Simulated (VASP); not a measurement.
# Ta4C3 (R3m) in VASP: single point with PBEsol

Aim: the single point of Ta4C3 with PBEsol.

Everything below comes from runs of VASP 6.6.1. Logs are shortened: lines on timing, memory, paths and dates and some standing lists are left out, and cuts for length are marked.

## 1. The cell of the first run

It takes space group R3m (No. 160, trigonal). Conventional cell: a = 3.103 Å, b = 3.103 Å, c = 30.044 Å, α = 90.00°, β = 90.00°, γ = 120.00°. Ta (site symmetry 3m) has 6 C at 2.24 to 2.25 Å within 3.0 Å. Ta (site symmetry 3m) has 3 C at 2.14 Å within 2.8 Å. Within 2.9 Å of Ta (site symmetry 3m) lie 3 C at 2.17 Å. Within 2.9 Å of Ta (site symmetry 3m) lie 6 C at 2.19 to 2.22 Å. C (site symmetry 3m) has 6 Ta at 2.17 to 2.19 Å within 2.9 Å. C (site symmetry 3m) has 6 Ta at 2.14 to 2.24 Å and 1 C at 2.70 Å within 2.8 Å. C (site symmetry 3m) has 6 Ta at 2.22 to 2.25 Å and 1 C at 2.70 Å within 2.9 Å.

## 2. Single point, PBEsol

INCAR

```
PREC = Accurate ; ENCUT = 520
EDIFF = 1E-7 ; ISMEAR = 0
SIGMA = 0.15 ; LREAL = False
LASPH = True ; NELM = 60
ALGO = Normal ; ISIF = 2
LWAVE = False ; LCHARG = False
GGA = PS ; ISYM = 0
NBANDS = 37
```

KPOINTS

```
Automatic mesh
0
Gamma
  14 14 4
```

POSCAR

```
Ta4C3
1.0
   -3.1032734570      0.0000000000      0.0000000000
   -1.5516367285     -2.6875136487      0.0000000000
    1.5516367285      0.8958378829     10.0145109918
Ta C
4 3
Direct
    0.3752143661      0.3752143661      0.3744930984
    0.6250718889      0.6250718889      0.1240656666
    0.2140002587      0.2140002587      0.8908507762
    0.7975530702      0.7975530702      0.6415092106
    0.5063711761      0.5063711761      0.7679635283
    0.9971998651      0.9971998651      0.2404495952
    0.0870487997      0.0870487997      0.5099963992
```

Potentials or basis: VASP PAW PBE potentials, release 64 (Ta_pv, C).

On the command line:

```sh
$ cat potpaw_PBE.64/Ta_pv/POTCAR potpaw_PBE.64/C/POTCAR > POTCAR
$ mpirun -np 1 vasp_std > vasp.out
```

OUTCAR:

```text
PREC = Accurate
   ENCUT = 520
   EDIFF = 1E-7
   ISMEAR = 0
   LREAL = False
   LASPH = True
   NELM = 60
   ISIF = 2
   GGA = PS
   ISYM = 0

 ion  position               nearest neighbor table
   1  0.375  0.375  0.374-   6 2.24   6 2.24   6 2.24   7 2.25   7 2.25   7 2.25   2 3.08   2 3.08
                             2 3.08   4 3.22   4 3.22   4 3.22
   2  0.625  0.625  0.124-   6 2.14   6 2.14   6 2.14   3 2.94   3 2.94   3 2.94   1 3.08   1 3.08
                             1 3.08
   3  0.214  0.214  0.891-   5 2.17   5 2.17   5 2.17   2 2.94   2 2.94   2 2.94   4 3.07   4 3.07
                             4 3.07
   4  0.798  0.798  0.642-   5 2.19   5 2.19   5 2.19   7 2.22   7 2.22   7 2.22   3 3.07   3 3.07
                             3 3.07   1 3.22   1 3.22   1 3.22
   5  0.506  0.506  0.768-   3 2.17   3 2.17   3 2.17   4 2.19   4 2.19   4 2.19
   6  0.997  0.997  0.240-   2 2.14   2 2.14   2 2.14   1 2.24   1 2.24   1 2.24
   7  0.087  0.087  0.510-   4 2.22   4 2.22   4 2.22   1 2.25   1 2.25   1 2.25

IMPORTANT INFORMATION: All symmetrisations will be switched off!
NOSYMM: (Re-)initialisation of all symmetry stuff for point group C_1.

----------------------------------------------------------------------------------------

                                     Primitive cell

  volume of cell :      83.5219

  direct lattice vectors                    reciprocal lattice vectors
    -3.103273457  0.000000000  0.000000000    -0.322240374  0.186045567  0.033285033
    -1.551636728 -2.687513649  0.000000000     0.000000000 -0.372091134  0.033285033
     1.551636728  0.895837883 10.014510992     0.000000000  0.000000000  0.099855100

  length of vectors
     3.103273457  3.103273457 10.173521143     0.373576907  0.373576907  0.099855100

  position of ions in fractional coordinates (direct lattice)
     0.375214366  0.375214366  0.374493098
     0.625071889  0.625071889  0.124065667
     0.214000259  0.214000259  0.890850776
     0.797553070  0.797553070  0.641509211
     0.506371176  0.506371176  0.767963528
     0.997199865  0.997199865  0.240449595
     0.087048800  0.087048800  0.509996399

  ion indices of the primitive-cell ions
   primitive index   ion index
                 1           1
                 2           2
                 3           3
                 4           4
                 5           5
                 6           6
                 7           7

----------------------------------------------------------------------------------------

 KPOINTS: Automatic mesh

Automatic generation of k-mesh.
 Grid dimensions read from file:
 generate k-points for:   14   14    4

 Generating k-lattice:

  Cartesian coordinates                     Fractional coordinates (reciprocal lattice)
    -0.023017170  0.013288969  0.002377502     0.071428571  0.000000000  0.000000000
     0.000000000 -0.026577938  0.002377502     0.000000000  0.071428571  0.000000000
     0.000000000  0.000000000  0.024963775     0.000000000  0.000000000  0.250000000

  Length of vectors
     0.026684065  0.026684065  0.024963775

  Shift w.r.t. Gamma in fractional coordinates (k-lattice)
     0.000000000  0.000000000  0.000000000

 -----------------------------------------------------------------------------
|                                                                             |
|           W    W    AA    RRRRR   N    N  II  N    N   GGGG   !!!           |
|           W    W   A  A   R    R  NN   N  II  NN   N  G    G  !!!           |
|           W    W  A    A  R    R  N N  N  II  N N  N  G       !!!           |
|           W WW W  AAAAAA  RRRRR   N  N N  II  N  N N  G  GGG   !            |
|           WW  WW  A    A  R   R   N   NN  II  N   NN  G    G                |
|           W    W  A    A  R    R  N    N  II  N    N   GGGG   !!!           |
|                                                                             |
|     Your reciprocal lattice and k-lattice belong to different lattice       |
|     classes:                                                                |
|                                                                             |
|        The reciprocal lattice is rhombohedral (trigonal),                   |
|        whereas your k-lattice is base-centered monoclinic.                  |
|                                                                             |
|     Results are often still useful ...                                      |
|                                                                             |
 -----------------------------------------------------------------------------

 WARNING: IBZKPT: internal override: KBLOWUP is changed to .FALSE.
      ... skipping the blow-up phase ...

 Subroutine IBZKPT returns following result:
 ===========================================

 Found    396 irreducible k-points:

 Following reciprocal coordinates:
            Coordinates               Weight
  0.000000  0.000000  0.000000      1.000000
  0.071429  0.000000  0.000000      2.000000
  0.142857 -0.000000  0.000000      2.000000
  0.214286 -0.000000  0.000000      2.000000
  0.285714 -0.000000  0.000000      2.000000
  0.357143 -0.000000  0.000000      2.000000
[... 16 lines left out ...]
  0.000000  0.142857 -0.000000      2.000000
  0.071429  0.142857  0.000000      2.000000
 [... further k-points ...]
   k-points           NKPTS =    396   k-points in BZ     NKDIM =    396   number of bands    NBANDS=     37
   number of dos      NEDOS =    301   number of ions     NIONS =      7
   total plane-waves  NPLWV =  46080
   dimension x,y,z NGX =    24 NGY =   24 NGZ =   80
   dimension x,y,z NGXF=    48 NGYF=   48 NGZF=  160
   ions per type =               4   3
   NGX,Y,Z   is equivalent  to a cutoff of  12.86, 12.86, 13.07 a.u.
   NGXF,Y,Z  is equivalent  to a cutoff of  25.71, 25.71, 26.15 a.u.
 SYSTEM =  unknown system
   PREC   = accura    normal or accurate (medium, high low for compatibility)
   ISTART =      0    job   : 0-new  1-cont  2-samecut
   ICHARG =      2    charge: 1-file 2-atom 10-const
   ISPIN  =      1    spin polarized calculation?
   LNONCOLLINEAR =      F non collinear calculations
   LSORBIT =      F    spin-orbit coupling
   LASPH  =      T    aspherical Exc in radial PAW
   ENCUT  =  520.0 eV  38.22 Ry    6.18 a.u.   5.77  5.77 18.92*2*pi/ulx,y,z
   NELM   =     60;   NELMIN=  2; NELMDL= -5     # of ELM steps
   EDIFF  = 0.1E-06   stopping-criterion for ELM
   LREAL  =      F    real-space projection
   EDIFFG = 0.1E-05   stopping-criterion for IOM
   NSW    =      0    number of steps for IOM
   IBRION =     -1    ionic relax: 0-MD 1-quasi-New 2-CG
   NFREE  =      0    steps in history (QN), initial steepest desc. (CG)
   ISIF   =      2    stress and relaxation
   ISYM   =      0    0-nonsym 1-usesym 2-fastsym
   POTIM  = 0.5000    time-step for ionic-motion
   TEBEG  =    0.0;   TEEND  =   0.0 temperature during run
   PSTRESS=    0.0 pullay stress
   NELECT =      56.0000    total number of electrons
   NUPDOWN=      -1.0000    fix difference up-down
   EMIN   =  10.00;   EMAX   =-10.00  energy-range for DOS
   EFERMI =   0.00;   METHOD = LEGACY
   ISMEAR =     0;   SIGMA  =   0.15  broadening in eV -4-tet -1-fermi 0-gaus
   EFERMI_NEDOS =   21; number of points for ismear=-14 and -15
   IALGO  =     38    algorithm
   IMIX   =      4    mixing-type and parameters
     AMIX     =   0.40;   BMIX     =  1.00
     AMIX_MAG =   1.60;   BMIX_MAG =  1.00
  volume/ion in A,a.u.               =      11.93        80.52
  Fermi-wavevector in a.u.,A,eV,Ry     =   1.432861  2.707714 27.933988  2.053090
  Thomas-Fermi vector in A             =   2.552442
   LORBIT       =      0    0 simple, 1 ext, 2 COOP (PROOUT), +10 PAW based schemes
   GGA     = PS    functional components
   LHFCALC =     F    Hartree Fock is set to
   AEXX    =    0.0000 exact exchange contribution
   IVDW    =     0    specifies the selected vdW correction
   LEPSILON=     F    determine dielectric tensor
   LRPA    =     F    only Hartree local field effects (RPA)
 non-spin polarized calculation
 Gauss-broadening in eV      SIGMA  =   0.15
  energy-cutoff  :      520.00
  volume of cell :       83.52
 maximum number of plane-waves:      2266
   NGX = 11   NGY = 11   NGZ = 37

 number of electron      56.0000001 magnetization

 Free energy of the ion-electron system (eV)
  ---------------------------------------------------
  ext. energy  EPLUGINS =         0.00000000
  ---------------------------------------------------
  free energy    TOTEN  =       -83.43949503 eV

  energy without entropy =      -83.41682703  energy(sigma->0) =      -83.42816103

 E-fermi :   7.4613     XC(G=0): -13.2360

 val. band max:        7.4541718211   @ k =  -0.3571   0.2143   0.5000
 cond. band min:       7.4634786842   @ k =  -0.0714   0.1429   0.5000
 fundamental gap:      0.0093068631
 Fermi energy:         7.4613136604

 k-point     1 :       0.0000    0.0000    0.0000
  band No.  band energies     occupation
      1     -27.8267      2.00000
      2     -27.4512      2.00000
      3     -27.3152      2.00000
      4     -27.3152      2.00000
      5     -27.0670      2.00000
      6     -27.0430      2.00000
[... 29 lines left out ...]
     36      10.0940      0.00000
     37      10.0943      0.00000

 k-point     2 :       0.0714    0.0000    0.0000
  band No.  band energies     occupation
      1     -27.8162      2.00000
      2     -27.4507      2.00000
      3     -27.3481      2.00000
      4     -27.3228      2.00000
      5     -27.0945      2.00000
      6     -27.0505      2.00000
[... 29 lines left out ...]
     36      10.4195      0.00000
     37      10.4427      0.00000

 k-point     3 :       0.1429   -0.0000    0.0000
  band No.  band energies     occupation
      1     -27.7866      2.00000
      2     -27.4736      2.00000
      3     -27.4140      2.00000
      4     -27.3442      2.00000
      5     -27.1782      2.00000
      6     -27.0714      2.00000
[... 29 lines left out ...]
     36      10.7848      0.00000
     37      10.8730      0.00000
[... 761 lines left out ...]
 k-point    23 :       0.0000    0.1429   -0.0000
  band No.  band energies     occupation
      1     -27.7866      2.00000
      2     -27.4736      2.00000
      3     -27.4140      2.00000
      4     -27.3442      2.00000
      5     -27.1782      2.00000
      6     -27.0714      2.00000
[... 29 lines left out ...]
     36      10.7848      0.00000
     37      10.8730      0.00000

 k-point    24 :       0.0714    0.1429    0.0000
  band No.  band energies     occupation
      1     -27.7957      2.00000
      2     -27.4603      2.00000
      3     -27.3987      2.00000
      4     -27.3384      2.00000
      5     -27.1493      2.00000
      6     -27.0680      2.00000
[... 29 lines left out ...]
     36      10.5321      0.00000
     37      10.9762      0.00000

 [... further k-points ...]
[... 5 lines left out ...]
  --------------------------------------------------------------------------------------
  -------------------------------------------------------------------------------------
  Total        1.1411844      1.1363608      4.0189638      0.0041771     -0.0022273     -0.0038581
  in kB       21.8910171     21.7984865     77.0946432      0.0801281     -0.0427255     -0.0740091
  external PRESSURE =      40.2613823 kB  Pullay stress =       0.0000000 kB

 VOLUME and BASIS-vectors are now :
 -----------------------------------------------------------------------------
  energy-cutoff  :      520.00
  volume of cell :       83.52
      direct lattice vectors                 reciprocal lattice vectors
    -3.103273457  0.000000000  0.000000000    -0.322240374  0.186045567  0.033285033
    -1.551636728 -2.687513649  0.000000000     0.000000000 -0.372091134  0.033285033
     1.551636728  0.895837883 10.014510992     0.000000000  0.000000000  0.099855100

 POSITION                                       TOTAL-FORCE (eV/Angst)
 -----------------------------------------------------------------------------------
     -1.16551     -0.67291      3.75037        -0.001159     -0.000669      0.159487
     -2.71715     -1.56875      1.24246        -0.000176     -0.000102      1.048736
      0.38612      0.22293      8.92143         0.000735      0.000425     -1.137229
     -2.71715     -1.56875      6.42440         0.000632      0.000365     -0.042753
     -1.16551     -0.67291      7.69078        -0.000209     -0.000121     -0.178714
     -4.26879     -2.46458      2.40799         0.000399      0.000230      0.134816
      0.38612      0.22293      5.10736        -0.000222     -0.000128      0.015657
 -----------------------------------------------------------------------------------
    total drift:                                0.000028      0.000016     -0.000307

  FREE ENERGIE OF THE ION-ELECTRON SYSTEM (eV)
  ---------------------------------------------------
  free  energy   TOTEN  =       -83.4394950299 eV

  energy  without entropy=      -83.4168270310  energy(sigma->0) =      -83.42816103
```

It took 26 min on 1 thread of Intel Xeon Platinum 8259CL at 2.50GHz (Skylake/Cascade Lake), shared host; peak memory 0.91 GiB.

Results:

```
Free energy            : -83.4395 eV
Pressure               : 4.0 GPa
Largest force          : 1.137 eV/Å
Band gap on the k mesh : zero (band 28 reaches 7.58 eV, above the bottom of band 29 at 7.30 eV)
```

Forces in eV/Å, atoms in the order of the input:
```
Ta  -0.001 -0.001  0.159
Ta   0.000  0.000  1.049
Ta   0.001  0.000 -1.137
Ta   0.001  0.000 -0.043
C    0.000  0.000 -0.179
C    0.000  0.000  0.135
C    0.000  0.000  0.016
```

Stress tensor (GPa, compression positive):
```
 2.19  0.01 -0.01
 0.01  2.18  0.00
-0.01  0.00  7.71
```

Levels at points of the mesh, in eV from the Fermi level:
| k point | band 24 | band 25 | band 26 | band 27 | band 28 | band 29 | band 30 | band 31 | band 32 | band 33 |
| --- | --- | --- | --- | --- | --- | --- | --- | --- | --- | --- |
| (0.00, 0.00, 0.00) | -2.50 | -2.26 | -0.52 | -0.51 | -0.51 | 0.77 | 0.77 | 1.26 | 1.26 | 1.27 |
| (0.50, 0.00, 0.00) | -3.45 | -2.22 | -1.94 | -0.66 | -0.29 | 1.70 | 1.95 | 2.12 | 3.57 | 3.79 |
| (0.00, 0.50, 0.00) | -3.45 | -2.22 | -1.94 | -0.66 | -0.29 | 1.70 | 1.95 | 2.12 | 3.57 | 3.79 |
| (0.50, 0.50, 0.00) | -3.73 | -2.45 | -1.90 | -0.66 | -0.04 | 0.90 | 2.36 | 2.99 | 3.52 | 3.58 |
| (0.00, 0.00, 0.50) | -2.37 | -1.60 | -1.13 | -0.52 | -0.52 | 0.57 | 0.57 | 0.81 | 0.81 | 1.45 |
| (0.50, 0.00, 0.50) | -3.73 | -2.45 | -1.90 | -0.66 | -0.04 | 0.90 | 2.36 | 2.99 | 3.52 | 3.58 |
| (0.00, 0.50, 0.50) | -3.73 | -2.45 | -1.90 | -0.66 | -0.04 | 0.90 | 2.36 | 2.99 | 3.52 | 3.58 |
| (0.50, 0.50, 0.50) | -3.45 | -2.22 | -1.94 | -0.66 | -0.29 | 1.70 | 1.95 | 2.12 | 3.57 | 3.79 |

Caveat: the PAW data sets were made with another functional, which shifts forces and pressure a little; spin-orbit coupling is left out, which moves the levels of the heavy elements.
